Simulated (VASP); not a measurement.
**BAs: single point with PBE**

The system is BAs.

```
B As
1.0
     3.25501    0.00000    0.00000
    -1.62751    2.81892    0.00000
     0.00000    0.00000    5.42102
B As
2 2
Direct
  0.00000 0.00000 0.00000
  0.00000 0.00000 0.50000
  0.33333 0.66667 0.25000
  0.66667 0.33333 0.75000
```

- Program: VASP 6.6.1
- Task: single point
- Functional: PBE
- Potentials or basis: VASP PAW PBE potentials, release 64 (B, As)
- Cutoff: 520 eV
- k mesh: 12 × 12 × 6
- Occupations: fermi-dirac, width 0.02 eV
- Spin: no spin polarisation
- Dipole correction: no
- Further INCAR settings: ALGO = Normal; EDIFF = 1e-07; NBANDS = 16

The pressure is 1.6 GPa and the band gap on the k mesh is zero (band 8 reaches 8.95 eV, above the bottom of band 9 at 2.96 eV).

Stress tensor (GPa, compression positive):
```
1.63 0.00 0.00
0.00 1.63 0.00
0.00 0.00 1.44
```

Levels at points of the mesh, in eV from the Fermi level:
| k point | band 6 | band 7 | band 8 | band 9 | band 10 | band 11 |
| --- | --- | --- | --- | --- | --- | --- |
| (0.00, 0.00, 0.00) | 0.11 | 1.34 | 1.34 | 2.27 | 2.55 | 2.55 |
| (0.50, 0.00, 0.00) | -5.56 | -3.72 | 1.01 | 1.15 | 1.41 | 2.49 |
| (0.00, 0.00, 0.50) | 0.07 | 0.07 | 0.07 | 3.24 | 3.24 | 3.91 |
| (0.50, 0.00, 0.50) | -2.49 | -2.06 | -2.06 | -0.80 | -0.80 | 3.29 |

Wall time 36 s on 1 thread of Intel(R) Xeon(R) 6975P-C (Granite Rapids), with other jobs on the host, peak memory 0.19 GiB.
